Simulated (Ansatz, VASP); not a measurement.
**One calculation of TePb, two programs**

File POSCAR:

```
TePb
1.0
    0.0000000000      3.2270000000      3.2270000000
    3.2270000000      0.0000000000      3.2270000000
    3.2270000000      3.2270000000      0.0000000000
Te Pb
1 1
Direct
    0.5000000000      0.5000000000      0.5000000000
    0.0000000000      0.0000000000      0.0000000000
```

INCAR.step1

```
PREC = Accurate
ENCUT = 520
ISMEAR = 0
SIGMA = 0.1
LREAL = F
LASPH = T
NELM = 60
NBANDS = 17
GGA = PE
ALGO = Normal
EDIFF = 1E-4
LWAVE = T
LCHARG = F
```

The input INCAR.step2:

```
PREC = Accurate
ENCUT = 520
EDIFF = 1E-7
ISMEAR = 0
SIGMA = 0.1
LREAL = F
LASPH = T
NELM = 60
ALGO = Normal
ISIF = 2
LWAVE = F
LCHARG = F
METAGGA = R2SCAN
LMIXTAU = T
NBANDS = 17
ISTART = 1
```

KPOINTS

```
regular mesh
0
Gamma
  6 6 6
```

Input for Ansatz:

```yaml
crystal:
  lattice:
    - [0.0, 3.227, 3.227]
    - [3.227, 0.0, 3.227]
    - [3.227, 3.227, 0.0]
  atoms:
    - { symbol: Te, position: [0.5, 0.5, 0.5] }
    - { symbol: Pb, position: [0.0, 0.0, 0.0] }
basis:
  ecutwfc: 500
kpoints:
  mp_grid: { grid: [6, 6, 6] }
hamiltonian:
  xc: r2scan
scf:
  occupations: { method: gaussian, width: 0.1 }
output:
  forces: true
  stress: true
  eigenvalues: true
```

Alike in both runs: task single point; functional r2SCAN; k mesh 6 × 6 × 6; occupations gaussian, width 0.1 eV; no spin polarisation.

|  | VASP | Ansatz |
| --- | --- | --- |
| version | VASP 6.6.1 | Ansatz 0.2.0 |
| potentials or method | VASP PAW PBE potentials, release 64 (Te, Pb_d), cutoff 520 eV | scalar-relativistic, plane waves, PAW |
| valence electrons in the cell | 20 | 30 |

|  | VASP | Ansatz | Ansatz less VASP |
| --- | --- | --- | --- |
| gap on the k mesh at the Fermi level (eV) | 1.01 | 1.01 | -0.004 |
| least direct gap on the mesh (eV) | 1.01 | 1.01 | -0.004 |
| pressure (GPa) | 1.7 | 1.7 | +0.01 |

VASP's potentials were made for PBE, not for r2SCAN. With one functional, cell and mesh, what is left measures potentials, basis and numerics. VASP's potentials hold 20 valence electrons a cell and Ansatz's 30, so a difference there can come from the potentials and not from the codes.

Spin-orbit coupling is off throughout.
